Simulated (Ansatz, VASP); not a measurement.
# One calculation of SnGe2, two programs

```
Sn Ge
1.0
     0.00000    3.37286    3.37286
     3.37286    0.00000    3.37286
     3.37286    3.37286    0.00000
Sn Ge
1 2
Cartesian
  0.0000 0.0000 0.0000
  1.6864 1.6864 1.6864
  3.3729 3.3729 3.3729
```

Change from the starting cell: species swapped into the Cu2Se type (F-43m, No. 216).

Alike in both runs: functional PBE; k mesh 6 × 6 × 6; occupations gaussian, width 0.1 eV; no spin polarisation.

Ansatz relaxed the structure, and its values are those at the end. VASP's run is a single point on that final structure, the one shown.

|  | VASP | Ansatz |
| --- | --- | --- |
| version | VASP 6.6.1 | Ansatz 0.2.0 |
| potentials or method | VASP PAW PBE potentials, release 64 (Sn_d, Ge_d), cutoff 520 eV | scalar-relativistic, plane waves, PAW |
| valence electrons in the cell | 42 | 42 |

|  | VASP | Ansatz | Ansatz less VASP |
| --- | --- | --- | --- |
| gap on the k mesh at the Fermi level (eV) | none | none | - |
| pressure (GPa) | 0.0 | 0.0 | +0.02 |

A gap of «none» marks a metal or a gap that the smearing closes. The functional is the same, so the differences come from potentials, cutoffs and numerics.
